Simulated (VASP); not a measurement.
# TaN (P6_3/mmc) in VASP: a series of runs

The runs below take TaN through single point, with PBEsol.

Everything below comes from runs of VASP 6.6.1. Logs are shortened: lines on timing, memory, paths and dates and some standing lists are left out, and cuts for length are marked.

### Step 1. The cell of the first run

It takes space group P6_3/mmc (No. 194, hexagonal). The conventional cell has a = 2.889 Å, b = 2.889 Å, c = 5.861 Å, α = 90.00°, β = 90.00°, γ = 120.00°. Within 3.0 Å of Ta (site symmetry -3m) lie 6 N at 2.22 Å and 8 Ta at 2.89 to 2.93 Å. N (site symmetry -6m2) has 6 Ta at 2.22 Å and 6 N at 2.89 Å within 2.9 Å.

### Step 2. Single point, PBEsol

INCAR reads:

```
SYSTEM = TaN
  PREC = Accurate
  ENCUT = 520
  EDIFF = 1E-6
  ISMEAR = 0
  SIGMA = 0.1
  LREAL = .FALSE.
  LASPH = .TRUE.
  NELM = 80
  ALGO = Normal
  ISIF = 2
  LWAVE = .FALSE.
  LCHARG = .TRUE.
  GGA = PS
  LELF = .TRUE.
  LVHAR = .TRUE.
  NBANDS = 24
  ISYM = 0
```

KPOINTS reads:

```
Automatic mesh
0
G
  12 5 18
  0 0 0
```

POSCAR reads:

```
TaN
1.0
    2.8894657420      0.0000000000      0.0000000000
    0.0000000000      7.7068777266      0.0000000000
    1.4447328710      1.6249795125      1.9029452933
Ta N
2 2
Direct
    0.0000000000      0.0000000000      0.0000000000
    0.5000000000      0.5000000000      0.0000000000
    0.0833333333      0.7500000000      0.8333333333
    0.9166666667      0.2500000000      0.1666666667
```

Potentials or basis: VASP PAW PBE potentials, release 64 (Ta_pv, N).

On the command line:

```bash
> cat potpaw_PBE.64/Ta_pv/POTCAR potpaw_PBE.64/N/POTCAR > POTCAR
> mpirun -np 1 vasp_std > vasp.out
```

OUTCAR:

```text
SYSTEM = TaN
   PREC = Accurate
   ENCUT = 520
   EDIFF = 1E-6
   ISMEAR = 0
   LREAL = .FALSE.
   LASPH = .TRUE.
   NELM = 80
   ISIF = 2
   GGA = PS
   ISYM = 0

 ion  position               nearest neighbor table
   1  0.000  0.000  0.000-   3 2.22   4 2.22   4 2.22   3 2.22   3 2.22   4 2.22   2 2.93   2 2.93

   2  0.500  0.500  0.000-   3 2.22   4 2.22   4 2.22   3 2.22   3 2.22   4 2.22   1 2.93   1 2.93

   3  0.083  0.750  0.833-   1 2.22   2 2.22   2 2.22   1 2.22   1 2.22   2 2.22
   4  0.917  0.250  0.167-   1 2.22   2 2.22   2 2.22   1 2.22   1 2.22   2 2.22

IMPORTANT INFORMATION: All symmetrisations will be switched off!
NOSYMM: (Re-)initialisation of all symmetry stuff for point group C_1.

----------------------------------------------------------------------------------------

                                     Primitive cell

  volume of cell :      42.3762

  direct lattice vectors                    reciprocal lattice vectors
     2.889465742  0.000000000  0.000000000     0.346084740  0.000000000 -0.262750591
     0.000000000  7.706877727  0.000000000     0.000000000  0.129754232 -0.110800857
     1.444732871  1.624979512  1.902945293     0.000000000  0.000000000  0.525501182

  length of vectors
     2.889465742  7.706877727  2.889465742     0.434525627  0.170625293  0.525501182

  position of ions in fractional coordinates (direct lattice)
     0.000000000  0.000000000  0.000000000
     0.500000000  0.500000000  0.000000000
     0.083333333  0.750000000  0.833333333
     0.916666667  0.250000000  0.166666667

  ion indices of the primitive-cell ions
   primitive index   ion index
                 1           1
                 2           2
                 3           3
                 4           4

----------------------------------------------------------------------------------------

 KPOINTS: Automatic mesh

Automatic generation of k-mesh.
 Grid dimensions read from file:
 generate k-points for:   12    5   18

 Generating k-lattice:

  Cartesian coordinates                     Fractional coordinates (reciprocal lattice)
     0.028840395  0.000000000 -0.021895883     0.083333333  0.000000000  0.000000000
     0.000000000  0.025950846 -0.022160171     0.000000000  0.200000000 -0.000000000
     0.000000000  0.000000000  0.029194510     0.000000000  0.000000000  0.055555556

  Length of vectors
     0.036210469  0.034125059  0.029194510

  Shift w.r.t. Gamma in fractional coordinates (k-lattice)
     0.000000000  0.000000000  0.000000000

 -----------------------------------------------------------------------------
|                                                                             |
|           W    W    AA    RRRRR   N    N  II  N    N   GGGG   !!!           |
|           W    W   A  A   R    R  NN   N  II  NN   N  G    G  !!!           |
|           W    W  A    A  R    R  N N  N  II  N N  N  G       !!!           |
|           W WW W  AAAAAA  RRRRR   N  N N  II  N  N N  G  GGG   !            |
|           WW  WW  A    A  R   R   N   NN  II  N   NN  G    G                |
|           W    W  A    A  R    R  N    N  II  N    N   GGGG   !!!           |
|                                                                             |
|     Your reciprocal lattice and k-lattice belong to different lattice       |
|     classes:                                                                |
|                                                                             |
|        The reciprocal lattice is hexagonal,                                 |
|        whereas your k-lattice is triclinic.                                 |
|                                                                             |
|     Results are often still useful ...                                      |
|                                                                             |
 -----------------------------------------------------------------------------

 WARNING: IBZKPT: internal override: KBLOWUP is changed to .FALSE.
      ... skipping the blow-up phase ...

 Subroutine IBZKPT returns following result:
 ===========================================

 Found    542 irreducible k-points:

 Following reciprocal coordinates:
            Coordinates               Weight
  0.000000  0.000000  0.000000      1.000000
  0.083333  0.000000  0.000000      2.000000
  0.166667  0.000000  0.000000      2.000000
  0.250000  0.000000  0.000000      2.000000
  0.333333  0.000000  0.000000      2.000000
  0.416667  0.000000  0.000000      2.000000
[... 16 lines left out ...]
  0.250000  0.400000  0.000000      2.000000
  0.333333  0.400000  0.000000      2.000000
 [... further k-points ...]
   k-points           NKPTS =    542   k-points in BZ     NKDIM =    542   number of bands    NBANDS=     24
   number of dos      NEDOS =    301   number of ions     NIONS =      4
   total plane-waves  NPLWV =  34560
   dimension x,y,z NGX =    24 NGY =   60 NGZ =   24
   dimension x,y,z NGXF=    48 NGYF=  120 NGZF=   48
   ions per type =               2   2
   NGX,Y,Z   is equivalent  to a cutoff of  13.81, 12.94, 13.81 a.u.
   NGXF,Y,Z  is equivalent  to a cutoff of  27.62, 25.89, 27.62 a.u.
 SYSTEM =  TaN
   PREC   = accura    normal or accurate (medium, high low for compatibility)
   ISTART =      0    job   : 0-new  1-cont  2-samecut
   ICHARG =      2    charge: 1-file 2-atom 10-const
   ISPIN  =      1    spin polarized calculation?
   LNONCOLLINEAR =      F non collinear calculations
   LSORBIT =      F    spin-orbit coupling
   LASPH  =      T    aspherical Exc in radial PAW
   ENCUT  =  520.0 eV  38.22 Ry    6.18 a.u.   5.37 14.33  5.37*2*pi/ulx,y,z
   NELM   =     80;   NELMIN=  2; NELMDL= -5     # of ELM steps
   EDIFF  = 0.1E-05   stopping-criterion for ELM
   LREAL  =      F    real-space projection
   EDIFFG = 0.1E-04   stopping-criterion for IOM
   NSW    =      0    number of steps for IOM
   IBRION =     -1    ionic relax: 0-MD 1-quasi-New 2-CG
   NFREE  =      0    steps in history (QN), initial steepest desc. (CG)
   ISIF   =      2    stress and relaxation
   ISYM   =      0    0-nonsym 1-usesym 2-fastsym
   POTIM  = 0.5000    time-step for ionic-motion
   TEBEG  =    0.0;   TEEND  =   0.0 temperature during run
   PSTRESS=    0.0 pullay stress
   NELECT =      32.0000    total number of electrons
   NUPDOWN=      -1.0000    fix difference up-down
   EMIN   =  10.00;   EMAX   =-10.00  energy-range for DOS
   EFERMI =   0.00;   METHOD = LEGACY
   ISMEAR =     0;   SIGMA  =   0.10  broadening in eV -4-tet -1-fermi 0-gaus
   EFERMI_NEDOS =   21; number of points for ismear=-14 and -15
   IALGO  =     38    algorithm
   IMIX   =      4    mixing-type and parameters
     AMIX     =   0.40;   BMIX     =  1.00
     AMIX_MAG =   1.60;   BMIX_MAG =  1.00
  volume/ion in A,a.u.               =      10.59        71.49
  Fermi-wavevector in a.u.,A,eV,Ry     =   1.490793  2.817191 30.238461  2.222464
  Thomas-Fermi vector in A             =   2.603530
   LORBIT       =      0    0 simple, 1 ext, 2 COOP (PROOUT), +10 PAW based schemes
   GGA     = PS    functional components
   LHFCALC =     F    Hartree Fock is set to
   AEXX    =    0.0000 exact exchange contribution
   IVDW    =     0    specifies the selected vdW correction
   LEPSILON=     F    determine dielectric tensor
   LRPA    =     F    only Hartree local field effects (RPA)
 non-spin polarized calculation
 Gauss-broadening in eV      SIGMA  =   0.10
  energy-cutoff  :      520.00
  volume of cell :       42.38
 maximum number of plane-waves:      1174
 NGX is ok and might be reduce to    24
   NGX = 11   NGY = 29   NGZ = 11

 number of electron      31.9999999 magnetization

 Free energy of the ion-electron system (eV)
  ---------------------------------------------------
  ext. energy  EPLUGINS =         0.00000000
  ---------------------------------------------------
  free energy    TOTEN  =       -46.77123131 eV

  energy without entropy =      -46.76587042  energy(sigma->0) =      -46.76855087

 E-fermi :   8.2763     XC(G=0): -13.5999

 val. band max:        8.2669375438   @ k =   0.1667   0.0000   0.3333
 cond. band min:       8.2811663122   @ k =   0.0833  -0.4000   0.0556
 fundamental gap:      0.0142287685
 Fermi energy:         8.2763049933

 k-point     1 :       0.0000    0.0000    0.0000
  band No.  band energies     occupation
      1     -27.2808      2.00000
      2     -26.4432      2.00000
      3     -26.1649      2.00000
      4     -26.1616      2.00000
      5     -26.0966      2.00000
      6     -26.0933      2.00000
[... 16 lines left out ...]
     23      12.3720      0.00000
     24      14.4650      0.00000

 k-point     2 :       0.0833    0.0000    0.0000
  band No.  band energies     occupation
      1     -27.2478      2.00000
      2     -26.4469      2.00000
      3     -26.2489      2.00000
      4     -26.1820      2.00000
      5     -26.1756      2.00000
      6     -26.1148      2.00000
[... 16 lines left out ...]
     23      12.6082      0.00000
     24      14.1277      0.00000

 k-point     3 :       0.1667    0.0000    0.0000
  band No.  band energies     occupation
      1     -27.1560      2.00000
      2     -26.4875      2.00000
      3     -26.4486      2.00000
      4     -26.3955      2.00000
      5     -26.2290      2.00000
      6     -26.1661      2.00000
[... 16 lines left out ...]
     23      13.6355      0.00000
     24      14.1710      0.00000

 k-point     4 :       0.2500    0.0000    0.0000
  band No.  band energies     occupation
      1     -27.0256      2.00000
      2     -26.7759      2.00000
      3     -26.6894      2.00000
      4     -26.4730      2.00000
      5     -26.2911      2.00000
      6     -26.2367      2.00000
[... 16 lines left out ...]
     23      13.8829      0.00000
     24      14.8909      0.00000

 k-point     5 :       0.3333    0.0000    0.0000
  band No.  band energies     occupation
      1     -27.0531      2.00000
      2     -26.9874      2.00000
      3     -26.8683      2.00000
      4     -26.5037      2.00000
      5     -26.3497      2.00000
      6     -26.3091      2.00000
[... 16 lines left out ...]
     23      14.3223      0.00000
     24      15.0171      0.00000

 k-point     6 :       0.4167    0.0000    0.0000
  band No.  band energies     occupation
      1     -27.2363      2.00000
      2     -27.1972      2.00000
      3     -26.7382      2.00000
      4     -26.5532      2.00000
      5     -26.3877      2.00000
      6     -26.3660      2.00000
[... 16 lines left out ...]
     23      14.4639      0.00000
     24      14.7164      0.00000
[... 379 lines left out ...]
 k-point    21 :       0.0833    0.4000   -0.0000
  band No.  band energies     occupation
      1     -26.8838      2.00000
      2     -26.8405      2.00000
      3     -26.2138      2.00000
      4     -26.2099      2.00000
      5     -26.1504      2.00000
      6     -26.1467      2.00000
[... 16 lines left out ...]
     23      12.8631      0.00000
     24      13.0099      0.00000

 k-point    22 :       0.1667    0.4000   -0.0000
  band No.  band energies     occupation
      1     -26.9022      2.00000
      2     -26.7363      2.00000
      3     -26.4437      2.00000
      4     -26.4254      2.00000
      5     -26.2052      2.00000
      6     -26.1901      2.00000
[... 16 lines left out ...]
     23      13.0917      0.00000
     24      13.7211      0.00000

 k-point    23 :       0.2500    0.4000    0.0000
  band No.  band energies     occupation
      1     -26.9339      2.00000
      2     -26.7645      2.00000
      3     -26.7021      2.00000
      4     -26.5711      2.00000
      5     -26.2814      2.00000
      6     -26.2465      2.00000
[... 16 lines left out ...]
     23      13.5235      0.00000
     24      14.5701      0.00000

 k-point    24 :       0.3333    0.4000    0.0000
  band No.  band energies     occupation
      1     -27.0651      2.00000
      2     -26.9799      2.00000
      3     -26.9236      2.00000
      4     -26.4392      2.00000
      5     -26.3565      2.00000
      6     -26.3022      2.00000
[... 16 lines left out ...]
     23      14.5413      0.00000
     24      15.2607      0.00000

 [... further k-points ...]
[... 5 lines left out ...]
  --------------------------------------------------------------------------------------
  -------------------------------------------------------------------------------------
  Total        0.2627164      0.2410697      0.2563822     -0.0153055     -0.0075366     -0.0135978
  in kB        9.9328862      9.1144594      9.6933993     -0.5786781     -0.2849456     -0.5141095
  external PRESSURE =       9.5802483 kB  Pullay stress =       0.0000000 kB

 VOLUME and BASIS-vectors are now :
 -----------------------------------------------------------------------------
  energy-cutoff  :      520.00
  volume of cell :       42.38
      direct lattice vectors                 reciprocal lattice vectors
     2.889465742  0.000000000  0.000000000     0.346084740  0.000000000 -0.262750591
     0.000000000  7.706877727  0.000000000     0.000000000  0.129754232 -0.110800857
     1.444732871  1.624979512  1.902945293     0.000000000  0.000000000  0.525501182

 POSITION                                       TOTAL-FORCE (eV/Angst)
 -----------------------------------------------------------------------------------
      0.00000      0.00000      0.00000        -0.000000     -0.000006      0.000005
      1.44473      3.85344      0.00000         0.000000      0.000004     -0.000003
      1.44473      7.13431      1.58579         0.001183      0.003046      0.006337
      2.88947      2.19755      0.31716        -0.001183     -0.003043     -0.006339
 -----------------------------------------------------------------------------------
    total drift:                                0.000000     -0.000001     -0.000000

  FREE ENERGIE OF THE ION-ELECTRON SYSTEM (eV)
  ---------------------------------------------------
  free  energy   TOTEN  =       -46.7712313124 eV

  energy  without entropy=      -46.7658704186  energy(sigma->0) =      -46.76855087
```

It took 7.3 min on 1 thread of Intel Xeon Platinum 8259CL at 2.50GHz (Skylake/Cascade Lake), shared host; peak memory 0.55 GiB.

What came out:

```
Free energy            : -46.7712 eV
Pressure               : 1.0 GPa
Largest force          : 0.007 eV/Å
Band gap on the k mesh : zero (bands 16 and 17 overlap by 0.88 eV)
```

Forces in eV/Å, atoms in the order of the input:
```
Ta   0.000  0.000  0.000
Ta   0.000  0.000  0.000
N    0.001  0.003  0.006
N   -0.001 -0.003 -0.006
```

Levels at points of the mesh, in eV from the Fermi level:
| k point | band 12 | band 13 | band 14 | band 15 | band 16 | band 17 | band 18 | band 19 | band 20 | band 21 |
| --- | --- | --- | --- | --- | --- | --- | --- | --- | --- | --- |
| (0.00, 0.00, 0.00) | -4.45 | -3.53 | -1.99 | -1.99 | -0.26 | -0.26 | 0.56 | 0.56 | 2.44 | 3.44 |
| (0.50, 0.00, 0.00) | -5.98 | -4.44 | -4.44 | -2.28 | -2.28 | 4.04 | 4.04 | 4.97 | 4.97 | 5.87 |
| (0.00, 0.00, 0.50) | -5.48 | -4.14 | -3.86 | -2.81 | -2.23 | 2.92 | 4.20 | 5.05 | 5.43 | 5.68 |
| (0.50, 0.00, 0.50) | -5.98 | -4.44 | -4.44 | -2.28 | -2.28 | 4.04 | 4.04 | 4.97 | 4.97 | 5.87 |

Caveat: the PAW data sets were made with another functional, which shifts forces and pressure a little; spin-orbit coupling is left out, which moves the levels of the heavy elements.

[end of part 1 of 2]
